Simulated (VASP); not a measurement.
# Cr (Im-3m) in VASP: notebook

The runs below take Cr through single point, with r2SCAN.

All numbers are computed with VASP 6.6.1; they aren't measurements. Logs are shortened: lines on timing, memory, paths and dates and some standing lists are left out, and cuts for length are marked.

## Step 1: The cell of the first run

The structure is cubic, space group Im-3m (No. 229). The conventional cell has a = 2.830 Å, b = 2.830 Å, c = 2.830 Å, α = 90.00°, β = 90.00°, γ = 90.00°. Within 3.2 Å of Cr (site symmetry m-3m) lie 14 Cr at 2.45 to 2.83 Å.

## Step 2: Single point, r2SCAN

POSCAR

```
Cr
1.0
   -1.4149597590      1.4149597590      1.4149597590
    1.4149597590     -1.4149597590      1.4149597590
    1.4149597590      1.4149597590     -1.4149597590
Cr
1
Direct
    0.0000000000      0.0000000000      0.0000000000
```

INCAR.step1

```
PREC = Accurate
ENCUT = 550
ISMEAR = 1
SIGMA = 0.01
LREAL = False
LASPH = True
NELM = 120
NBANDS = 12
GGA = PE
ALGO = Normal
EDIFF = 1E-5
LWAVE = True
LCHARG = False
GGA_COMPAT = False
```

INCAR.step2

```
PREC = Accurate
ENCUT = 550
EDIFF = 1E-6
ISMEAR = 1
SIGMA = 0.01
LREAL = False
LASPH = True
NELM = 120
ALGO = Normal
ISIF = 2
LWAVE = False
LCHARG = True
METAGGA = R2SCAN
LMIXTAU = True
LELF = True
LVHAR = True
NBANDS = 12
ISTART = 1
GGA_COMPAT = False
```

KPOINTS

```
regular mesh
0
Gamma
  15 15 15
```

Potentials or basis: VASP PAW PBE potentials, release 64 (Cr_pv).

Started as:

```console
$ cat potpaw_PBE.64/Cr_pv/POTCAR > POTCAR
$ cp INCAR.step1 INCAR
$ mpirun -np 1 vasp_std > vasp.out
$ cp INCAR.step2 INCAR
$ mpirun -np 1 vasp_std > vasp.out
```

OUTCAR:

```text
PREC = Accurate
   ENCUT = 550
   EDIFF = 1E-6
   ISMEAR = 1
   LREAL = False
   LASPH = True
   NELM = 120
   ISIF = 2
   METAGGA = R2SCAN
   ISTART = 1

 ion  position               nearest neighbor table
   1  0.000  0.000  0.000-

  LATTYP: Found a body centered cubic cell.
 ALAT       =     2.8299195180

  Lattice vectors:

 A1 = (  -1.4149597590,   1.4149597590,   1.4149597590)
 A2 = (   1.4149597590,  -1.4149597590,   1.4149597590)
 A3 = (   1.4149597590,   1.4149597590,  -1.4149597590)

Analysis of symmetry for initial positions (statically):
=====================================================================
 Subroutine PRICEL returns:
 Original cell was already a primitive cell.

 Routine SETGRP: Setting up the symmetry group for a
 body centered cubic supercell.

 Subroutine GETGRP returns: Found 48 space group operations
 (whereof 48 operations were pure point group operations)
 out of a pool of 48 trial point group operations.

The static configuration has the point symmetry O_h .

Analysis of symmetry for dynamics (positions and initial velocities):
=====================================================================
 Subroutine PRICEL returns:
 Original cell was already a primitive cell.

 Routine SETGRP: Setting up the symmetry group for a
 body centered cubic supercell.

 Subroutine GETGRP returns: Found 48 space group operations
 (whereof 48 operations were pure point group operations)
 out of a pool of 48 trial point group operations.

The dynamic configuration has the point symmetry O_h .

 Subroutine INISYM returns: Found 48 space group operations
 (whereof 48 operations are pure point group operations),
 and found     1 'primitive' translations

----------------------------------------------------------------------------------------

                                     Primitive cell

  volume of cell :      11.3316

  direct lattice vectors                    reciprocal lattice vectors
    -1.414959759  1.414959759  1.414959759     0.000000000  0.353366940  0.353366940
     1.414959759 -1.414959759  1.414959759     0.353366940  0.000000000  0.353366940
     1.414959759  1.414959759 -1.414959759     0.353366940  0.353366940  0.000000000

  length of vectors
     2.450782193  2.450782193  2.450782193     0.499736319  0.499736319  0.499736319

  position of ions in fractional coordinates (direct lattice)
[... 76 lines left out ...]
   NELM   =    120;   NELMIN=  2; NELMDL=  0     # of ELM steps
   EDIFF  = 0.1E-05   stopping-criterion for ELM
   LREAL  =      F    real-space projection
   EDIFFG = 0.1E-04   stopping-criterion for IOM
   NSW    =      0    number of steps for IOM
   IBRION =     -1    ionic relax: 0-MD 1-quasi-New 2-CG
   NFREE  =      0    steps in history (QN), initial steepest desc. (CG)
   ISIF   =      2    stress and relaxation
   ISYM   =      2    0-nonsym 1-usesym 2-fastsym
   POTIM  = 0.5000    time-step for ionic-motion
   TEBEG  =    0.0;   TEEND  =   0.0 temperature during run
   PSTRESS=    0.0 pullay stress
   NELECT =      12.0000    total number of electrons
   NUPDOWN=      -1.0000    fix difference up-down
   EMIN   =  10.00;   EMAX   =-10.00  energy-range for DOS
   EFERMI =   0.00;   METHOD = LEGACY
   ISMEAR =     1;   SIGMA  =   0.01  broadening in eV -4-tet -1-fermi 0-gaus
   EFERMI_NEDOS =   21; number of points for ismear=-14 and -15
   IALGO  =     38    algorithm
   IMIX   =      4    mixing-type and parameters
     AMIX     =   0.40;   BMIX     =  1.00
     AMIX_MAG =   1.60;   BMIX_MAG =  1.00
  volume/ion in A,a.u.               =      11.33        76.47
  Fermi-wavevector in a.u.,A,eV,Ry     =   1.668673  3.153334 37.884995  2.784469
  Thomas-Fermi vector in A             =   2.754479
   LORBIT       =      0    0 simple, 1 ext, 2 COOP (PROOUT), +10 PAW based schemes
   METAGGA = R2SCAN    functional components
   LHFCALC =     F    Hartree Fock is set to
   AEXX    =    0.0000 exact exchange contribution
   IVDW    =     0    specifies the selected vdW correction
   LEPSILON=     F    determine dielectric tensor
   LRPA    =     F    only Hartree local field effects (RPA)
 non-spin polarized calculation
 Methfessel and Paxton  Order N= 1 SIGMA  =   0.01
  energy-cutoff  :      550.00
  volume of cell :       11.33
 maximum number of plane-waves:       350
   NGX =  9   NGY =  9   NGZ =  9

 number of electron      12.0000002 magnetization

 Free energy of the ion-electron system (eV)
  ---------------------------------------------------
  ext. energy  EPLUGINS =         0.00000000
  ---------------------------------------------------
  free energy    TOTEN  =       -14.79911337 eV

  energy without entropy =      -14.79909147  energy(sigma->0) =      -14.79910607

 E-fermi :  11.1766     XC(G=0): -15.1119

 val. band max:       11.1748628650   @ k =   0.0667   0.0667   0.0667
 cond. band min:      11.1821743462   @ k =   0.4000   0.0667  -0.0000
 fundamental gap:      0.0073114812
 Fermi energy:        11.1766353962

 k-point     1 :       0.0000    0.0000    0.0000
  band No.  band energies     occupation
      1     -33.1158      2.00000
      2     -33.1158      2.00000
      3     -33.1157      2.00000
      4       2.7028      2.00000
      5      10.2050      2.00000
      6      10.2050      2.00000
      7      10.2050      2.00000
      8      12.6296      0.00000
      9      12.6296      0.00000
     10      14.4080      0.00000
     11      34.4421      0.00000
     12      34.4421      0.00000
[... 331 lines left out ...]
 k-point    24 :       0.4000    0.2000    0.0000
  band No.  band energies     occupation
      1     -34.0063      2.00000
      2     -33.5778      2.00000
      3     -33.2166      2.00000
      4       7.3768      2.00000
      5       8.6398      2.00000
      6       9.9517      2.00000
      7      12.4874      0.00000
      8      13.1606      0.00000
      9      14.3341      0.00000
     10      17.1684      0.00000
     11      21.6397      0.00000
     12      25.8595      0.00000

 [... further k-points ...]
[... 5 lines left out ...]
  --------------------------------------------------------------------------------------
  -------------------------------------------------------------------------------------
  Total        0.0314670      0.0314670      0.0314670     -0.0000000      0.0000000     -0.0000000
  in kB        4.4491142      4.4491142      4.4491142     -0.0000000      0.0000000     -0.0000000
  external PRESSURE =       4.4491142 kB  Pullay stress =       0.0000000 kB

 VOLUME and BASIS-vectors are now :
 -----------------------------------------------------------------------------
  energy-cutoff  :      550.00
  volume of cell :       11.33
      direct lattice vectors                 reciprocal lattice vectors
    -1.414959759  1.414959759  1.414959759     0.000000000  0.353366940  0.353366940
     1.414959759 -1.414959759  1.414959759     0.353366940  0.000000000  0.353366940
     1.414959759  1.414959759 -1.414959759     0.353366940  0.353366940  0.000000000

 POSITION                                       TOTAL-FORCE (eV/Angst)
 -----------------------------------------------------------------------------------
      0.00000      0.00000      0.00000         0.000000      0.000000      0.000000
 -----------------------------------------------------------------------------------
    total drift:                                0.000000     -0.000000      0.000000

  FREE ENERGIE OF THE ION-ELECTRON SYSTEM (eV)
  ---------------------------------------------------
  free  energy   TOTEN  =       -14.7991133678 eV

  energy  without entropy=      -14.7990914734  energy(sigma->0) =      -14.79910607
```

Run time: 31 s. Hardware: 1 thread of Intel Xeon 6975P-C (Granite Rapids), shared host; peak memory 0.13 GiB.

What came out:

```
Free energy            : -14.7991 eV
Pressure               : 0.4 GPa
Band gap on the k mesh : zero (band 6 reaches 13.62 eV, above the bottom of band 7 at 10.21 eV)
```

Caveat: the PAW data sets were made with another functional, which shifts forces and pressure a little; the run has no spin polarisation, though such a crystal can be magnetic. Spin polarisation is off, so any magnetic state and its effect on volume and gap are missing.

## Step 3: Single point, r2SCAN

POSCAR is that of step 2.

INCAR.step1

```
PREC = Accurate
ENCUT = 550
ISMEAR = 1
SIGMA = 0.03
LREAL = F
LASPH = T
NELM = 120
NBANDS = 12
GGA = PE
ALGO = Normal
EDIFF = 1E-5
LWAVE = T
LCHARG = F
GGA_COMPAT = F
```

INCAR.step2

```
PREC = Accurate
ENCUT = 550
EDIFF = 1E-6
ISMEAR = 1
SIGMA = 0.03
LREAL = F
LASPH = T
NELM = 120
ALGO = Normal
ISIF = 2
LWAVE = F
LCHARG = F
METAGGA = R2SCAN
LMIXTAU = T
NBANDS = 12
ISTART = 1
GGA_COMPAT = F
```

KPOINTS

```
Automatic mesh
0
Gamma
  15 15 15
```

Potentials or basis: VASP PAW PBE potentials, release 64 (Cr_pv).

Started as:

```console
$ cat potpaw_PBE.64/Cr_pv/POTCAR > POTCAR
$ cp INCAR.step1 INCAR
$ mpirun -np 1 vasp_std > vasp.out
$ cp INCAR.step2 INCAR
$ mpirun -np 1 vasp_std > vasp.out
```

Run time: 31 s. Hardware: 1 thread of Intel Xeon 6975P-C (Granite Rapids), shared host; peak memory 0.14 GiB.

The run converged. Its results:

```
Free energy            : -14.7991 eV
Pressure               : 0.5 GPa
Band gap on the k mesh : zero (band 6 reaches 13.62 eV, above the bottom of band 7 at 10.20 eV)
```

Levels at points of the mesh, in eV from the Fermi level:
```
           k point  band 3  band 4  band 5  band 6  band 7  band 8  band 9  band 10
(0.00, 0.00, 0.00)  -44.28   -8.46   -0.96   -0.96   -0.96    1.46    1.46     3.24
```

Caveat: the PAW data sets were made with another functional, which shifts forces and pressure a little; the run has no spin polarisation, though such a crystal can be magnetic. Spin polarisation is off, so any magnetic state and its effect on volume and gap are missing.
